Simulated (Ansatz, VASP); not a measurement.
# One calculation of Sr, two programs

```
CELL_PARAMETERS angstrom
4.19463 0.00000 0.00000
0.00000 4.19463 0.00000
0.00000 0.00000 34.50570
ATOMIC_POSITIONS crystal
Sr 0.00000 0.00000 0.34796
Sr 0.00000 0.00000 0.17370
Sr 0.50000 0.50000 0.26083
```

Alike in both runs: functional PBE; k mesh 4 × 4 × 1; occupations gaussian, width 0.1 eV; no spin polarisation.

Ansatz relaxed the structure, and its values are those at the end. VASP's run is a single point on that final structure, the one shown.

```csv
,VASP,Ansatz
version,VASP 6.6.1,Ansatz 0.2.0
potentials or method,"VASP PAW PBE potentials, release 64 (Sr_sv), cutoff 520 eV","scalar-relativistic, plane waves, PAW"
valence electrons in the cell,30,30
```

|  | VASP | Ansatz | Ansatz less VASP |
| --- | --- | --- | --- |
| gap on the k mesh at the Fermi level (eV) | none | none | - |
| rms of the force components (eV/Å) | 0.002 | 0.003 | +0.0009 |

A gap of «none» marks a metal or a gap that the smearing closes. The functional is the same, so the differences come from potentials, cutoffs and numerics. Ansatz's warnings: slab cell height set.

The k mesh is coarse, so the values compare programs but aren't converged.
